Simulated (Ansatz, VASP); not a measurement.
**One calculation of AlN, two programs**

File INCAR:

```
  PREC = Accurate
  ENCUT = 600
  EDIFF = 1E-7
  ISMEAR = 0
  SIGMA = 0.02
  LREAL = False
  LASPH = True
  NELM = 120
  ALGO = Normal
  ISIF = 3
  LWAVE = False
  LCHARG = False
  GGA = PE
  IVDW = 12
  IBRION = 2
  NSW = 100
  EDIFFG = -0.002
  GGA_COMPAT = False
  NELMIN = 4
```

The input KPOINTS:

```
regular mesh
0
Gamma
  10 10 10
```

POSCAR

```
AlN
1.0
    0.0000000000      2.1900000000      2.1900000000
    2.1900000000      0.0000000000      2.1900000000
    2.1900000000      2.1900000000      0.0000000000
Al N
1 1
Direct
    0.0000000000      0.0000000000      0.0000000000
    0.2500000000      0.2500000000      0.2500000000
```

Input for Ansatz:

```yaml
crystal:
  lattice:
    - [0.0, 2.19, 2.19]
    - [2.19, 0.0, 2.19]
    - [2.19, 2.19, 0.0]
  atoms:
    - { symbol: Al, position: [0.0, 0.0, 0.0] }
    - { symbol: "N", position: [0.25, 0.25, 0.25] }
basis:
  ecutwfc: 420
kpoints:
  mp_grid: { grid: [10, 10, 10] }
hamiltonian:
  xc: pbe
  dispersion: d3bj
  pseudopotentials: { kind: paw, azcp: { folder: soft_1 } }
scf:
  occupations: { method: gaussian, width: 0.02 }
output:
  forces: true
  stress: true
  eigenvalues: true
relax:
  adjacent_minimum: "off"
  f_tol: 0.002
  max_steps: 80
  cell: { stress_tol: 0.02 }
```

Alike in both runs: task relaxation of cell and atoms; functional PBE; dispersion D3(BJ); k mesh 10 × 10 × 10; occupations gaussian, width 0.02 eV; no spin polarisation.

|  | VASP | Ansatz |
| --- | --- | --- |
| version | VASP 6.6.1 | Ansatz 0.2.0 |
| potentials or method | VASP PAW PBE potentials, release 64 (Al, N), cutoff 600 eV | scalar-relativistic, plane waves, PAW |
| valence electrons in the cell | 8 | 8 |

|  | VASP | Ansatz | Ansatz less VASP |
| --- | --- | --- | --- |
| gap on the k mesh at the Fermi level, each at its own relaxed structure (eV) | 3.32 | 3.32 | +0.005 |
| relaxed volume (Å³/atom) | 10.43 | 10.44 | +0.017 |
| relaxed length of the cell vector where the two differ most in proportion (Å) | 3.090 | 3.091 | +0.0017 |
